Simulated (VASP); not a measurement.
Wanted: the native input for a VASP 6.6.1 run.

```yaml
Task: single point
Functional: PBEsol
Potentials_or_basis: VASP PAW PBE potentials, release 64 (Ti_sv)
Cutoff: 520 eV
k_mesh: 24 × 24 × 14
Occupations: gaussian, width 0.15 eV
Spin: no spin polarisation
Dipole_correction: no
Further_INCAR_settings: ALGO = Fast; EDIFF = 1e-07; NBANDS = 19
```

The structure of Ti lies in POSCAR:

```
Ti
1.0
    2.7844177923      0.0000000000      0.0000000000
   -1.3922088961      2.4113765429      0.0000000000
    0.0000000000      0.0000000000      4.5909904468
Ti
2
Direct
    0.3333333333      0.6666666667      0.2500000000
    0.6666666667      0.3333333333      0.7500000000
```

This cell differs from its parent crystal: strain -0.040 along x and y, +0.000 along z.

The input as run:

INCAR

```
PREC = Accurate ; ENCUT = 520
EDIFF = 1E-7 ; ISMEAR = 0
SIGMA = 0.15 ; LREAL = False
LASPH = True ; NELM = 100
ALGO = Fast ; ISIF = 2
LWAVE = False ; LCHARG = False
GGA = PS ; NBANDS = 19
```

KPOINTS

```
Automatic mesh
0
Gamma
  24 24 14
```

Potentials or basis: VASP PAW PBE potentials, release 64 (Ti_sv).

The run is started by

```sh
$ cat potpaw_PBE.64/Ti_sv/POTCAR > POTCAR
$ mpirun -np 1 vasp_std > vasp.out
```

It gave:

| Item | Value |
| --- | --- |
| Pressure | 10.6 GPa |
| Band gap on the k mesh | zero (bands 12 and 13 overlap by 1.08 eV) |

Caveat: the cell differs from its parent crystal (strain -0.040 along x and y, +0.000 along z); the cell stands under pressure; the PAW data sets were made with another functional, which shifts forces and pressure a little.

Wall time 7.9 min on 1 thread of Intel(R) Xeon(R) 6975P-C (Granite Rapids), with other jobs on the host, peak memory 0.34 GiB.
